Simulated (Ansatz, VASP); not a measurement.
**HCN in VASP and in Ansatz**

The input POSCAR:

```
HCN
1.0
   -2.3160580000      2.3160580000      2.1599010000
    2.3160580000     -2.3160580000      2.1599010000
    2.3160580000      2.3160580000     -2.1599010000
N C H
1 1 1
Direct
    0.2719290000      0.2719290000      0.0000000000
    0.0036740000      0.0036740000      0.0000000000
    0.7520970000      0.7520970000      0.0000000000
```

INCAR.step1

```
SYSTEM = HCN
PREC     = Accurate       ! precision mode
ENCUT    = 520            ! plane-wave cutoff, eV
EDIFF    = 1E-5           ! SCF threshold, eV
ISMEAR   = -1             ! smearing method
SIGMA    = 0.05           ! smearing width, eV
LREAL    = .False.        ! projectors in reciprocal space
LASPH    = .True.         ! aspherical terms in the spheres
NELM     = 80             ! most SCF steps
ALGO     = Normal         ! electronic algorithm
ISIF     = 2              ! what is computed and relaxed
LWAVE    = .True.         ! write WAVECAR
LCHARG   = .False.        ! write CHGCAR
GGA      = PE             ! functional
NBANDS   = 12             ! bands
```

File INCAR.step2:

```
SYSTEM = HCN
PREC     = Accurate       ! precision mode
ENCUT    = 520            ! plane-wave cutoff, eV
EDIFF    = 1E-7           ! SCF threshold, eV
ISMEAR   = -1             ! smearing method
SIGMA    = 0.05           ! smearing width, eV
LREAL    = .False.        ! projectors in reciprocal space
LASPH    = .True.         ! aspherical terms in the spheres
NELM     = 80             ! most SCF steps
ALGO     = Normal         ! electronic algorithm
ISIF     = 2              ! what is computed and relaxed
LWAVE    = .False.        ! write WAVECAR
LCHARG   = .False.        ! write CHGCAR
GGA      = PE             ! functional
LHFCALC  = .True.         ! exact exchange
AEXX     = 0.1            ! exact-exchange fraction
HFSCREEN = 0.2            ! screening, 1/A
PRECFOCK = Normal       
ISTART   = 1            
NBANDS   = 12             ! bands
```

The input KPOINTS:

```
regular mesh
0
Gamma
  4 4 4
  0 0 0
```

Contents of input.yaml:

```yaml
crystal:
  lattice:
    - [-2.316058, 2.316058, 2.159901]
    - [2.316058, -2.316058, 2.159901]
    - [2.316058, 2.316058, -2.159901]
  atoms:
    - { symbol: "N", position: [0.271929, 0.271929, 0.0] }
    - { symbol: C, position: [0.003674, 0.003674, 0.0] }
    - { symbol: H, position: [0.752097, 0.752097, 0.0] }
hamiltonian:
  xc: { exchange: pbe, correlation: pbe, exx: { coeff: 0.1, omega: 0.2 } }
  pseudopotentials: { kind: paw }
kpoints:
  mp_grid: { grid: [4, 4, 4] }
scf:
  occupations: { method: fermi_dirac, width: 0.05 }
output:
  forces: true
  stress: true
  eigenvalues: true
```

Alike in both runs: task single point; functional PBE-based screened hybrid; k mesh 4 × 4 × 4; occupations fermi-dirac, width 0.05 eV; no spin polarisation.

```csv
,VASP,Ansatz
version,VASP 6.6.1,Ansatz 0.2.0
potentials or method,"VASP PAW PBE potentials, release 64 (N, C, H)",Ansatz PAW
plane-wave cutoff (eV),520,420
valence electrons in the cell,10,10
```

|  | VASP | Ansatz | Ansatz less VASP |
| --- | --- | --- | --- |
| gap on the k mesh at the Fermi level (eV) | 7.42 | 7.40 | -0.017 |
| least direct gap on the mesh (eV) | 7.76 | 7.76 | -0.001 |
| pressure (GPa) | -0.5 | -1.0 | -0.47 |
| traceless stress, the component that is largest in VASP (GPa) | -1.41 | -2.59 | -1.180 |
| rms of the force components (eV/Å) | 0.190 | 0.421 | +0.2316 |

VASP's potentials were made for PBE, not for PBE-based screened hybrid. Atom by atom the forces differ by 0.232 eV/Å (rms over components). One of these differences is far larger than is usual between the two programs; its cause wasn't traced. The functional is the same, so the differences come from potentials, cutoffs and numerics.

The k mesh is coarse, so the values compare programs but aren't converged. Noted on VASP's run: the standard files for N, O and F lose accuracy on very short bonds.
